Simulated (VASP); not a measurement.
Input of a VASP 6.6.1 run:

The input INCAR:

```
PREC = Accurate
ENCUT = 500
EDIFF = 1E-6
ISMEAR = -1
SIGMA = 0.08
LREAL = False
LASPH = True
NELM = 120
ALGO = Normal
ISIF = 2
LWAVE = False
LCHARG = False
NBANDS = 8
GGA_COMPAT = False
```

Contents of KPOINTS:

```
regular mesh
0
Gamma
  14 14 14
```

Contents of POSCAR:

```
Sb
1.0
   -1.4904551502      1.4904551502      1.4904551502
    1.4904551502     -1.4904551502      1.4904551502
    1.4904551502      1.4904551502     -1.4904551502
Sb
1
Direct
    0.0000000000      0.0000000000      0.0000000000
```

Potentials or basis: VASP PAW LDA potentials, release 64 (Sb).

Launch:

```console
$ cat potpaw_LDA.64/Sb/POTCAR > POTCAR
$ mpirun -np 1 vasp_std > vasp.out
```

Task: Estimate the pressure.

Result: 220.0 GPa.
